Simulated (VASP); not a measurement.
Input of a VASP 6.6.1 run:

Contents of INCAR:

```
PREC = Accurate
ENCUT = 520
EDIFF = 1E-6
ISMEAR = 0
SIGMA = 0.2
LREAL = False
LASPH = True
NELM = 80
ALGO = Normal
ISIF = 2
LWAVE = False
LCHARG = True
GGA = PE
LELF = True
LVHAR = True
NBANDS = 37
```

Contents of KPOINTS:

```
regular mesh
0
Gamma
  6 6 4
```

Contents of POSCAR:

```
TaAl3O
1.0
    4.1068839022      0.0016766383      0.0003948983
    0.0017429294      4.1017379523      0.0006325490
    0.0008977650      0.0013561110      8.1826800385
Ta Al O
2 6 2
Direct
    0.5000268537      0.4999789658      0.2499973402
    0.5000269320      0.4999852781      0.7500028752
   -0.0002329556      0.0001795359      0.2500090732
   -0.0002390798      0.0001833791      0.7499978995
    0.4998345629      0.0001822830      0.5000804450
    0.4999401589      0.0001837642      1.0000250852
   -0.0002769612      0.5000543895      0.5000640832
   -0.0001873850      0.5000837079      0.0000227358
    1.0004507650      0.9995731796     -0.0001245005
    1.0006571091      0.9995955169      0.4999249631
```

Potentials or basis: VASP PAW PBE potentials, release 64 (Ta_pv, Al, O).

Command:

```console
$ cat potpaw_PBE.64/Ta_pv/POTCAR potpaw_PBE.64/Al/POTCAR potpaw_PBE.64/O/POTCAR > POTCAR
$ mpirun -np 1 vasp_std > vasp.out
```

Problem. Estimate the band gap on the k mesh.

Solution. Zero (band 26 reaches 8.58 eV, above the bottom of band 27 at 7.20 eV).

Problem. Predict the pressure.

Solution. -0.1 GPa.

Forces in eV/Å, atoms in the order of the input:
```
Ta   0.000  0.000  0.000
Ta   0.000  0.000 -0.001
Al   0.000  0.000  0.000
Al   0.000 -0.001  0.001
Al   0.001 -0.001 -0.002
Al  -0.001  0.000  0.001
Al   0.001  0.001 -0.001
Al   0.000  0.000  0.001
O    0.000  0.001  0.001
O   -0.002  0.001  0.000
```

Caveat: spin-orbit coupling is left out, which moves the levels of the heavy elements.
